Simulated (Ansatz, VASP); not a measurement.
**Two plane-wave programs on Sc**

```
Sc
1.0
     5.20728    0.00000    0.00000
    -2.60364    4.50964    0.00000
     0.00000    0.00000    3.26171
Sc
3
Direct
  0.00000 0.00000 0.00000
  0.33333 0.66667 0.50000
  0.66667 0.33333 0.50000
```

Alike in both runs: task single point; functional PBE; k mesh 8 × 8 × 11; occupations fermi-dirac, width 0.1 eV; no spin polarisation.

|  | VASP | Ansatz |
| --- | --- | --- |
| version | VASP 6.6.1 | Ansatz 0.2.0 |
| potentials or method | VASP PAW PBE potentials, release 64 (Sc_sv), cutoff 520 eV | plane waves (420 eV) with PAW, scalar-relativistic |
| valence electrons in the cell | 33 | 33 |

|  | VASP | Ansatz | Ansatz less VASP |
| --- | --- | --- | --- |
| pressure (GPa) | -1.9 | -1.9 | -0.03 |
| traceless stress, the component that is largest in VASP (GPa) | -0.07 | -0.07 | +0.004 |

With one functional, cell and mesh, what is left measures potentials, basis and numerics.
